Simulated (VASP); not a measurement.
Input of a VASP 6.6.1 run:

The input INCAR:

```
SYSTEM = Re
PREC = Accurate ; ENCUT = 520
EDIFF = 1E-6 ; ISMEAR = -1
SIGMA = 0.1 ; LREAL = .False.
LASPH = .True. ; NELM = 100
ALGO = Normal ; ISIF = 2
LWAVE = .False. ; LCHARG = .False.
GGA = PE ; NBANDS = 10
```

KPOINTS

```
regular mesh
0
Gamma
  10 10 10
  0 0 0
```

The input POSCAR:

```
Re
1.0
    0.0000000000      1.9068415346      1.9068415346
    1.9068415346      0.0000000000      1.9068415346
    1.9068415346      1.9068415346      0.0000000000
Re
1
Direct
    0.0000000000      0.0000000000      0.0000000000
```

Potentials or basis: VASP PAW PBE potentials, release 64 (Re).

Run with:

```sh
$ cat potpaw_PBE.64/Re/POTCAR > POTCAR
$ mpirun -np 1 vasp_std > vasp.out
```

Task: Estimate the pressure.

Result: 34.2 GPa.
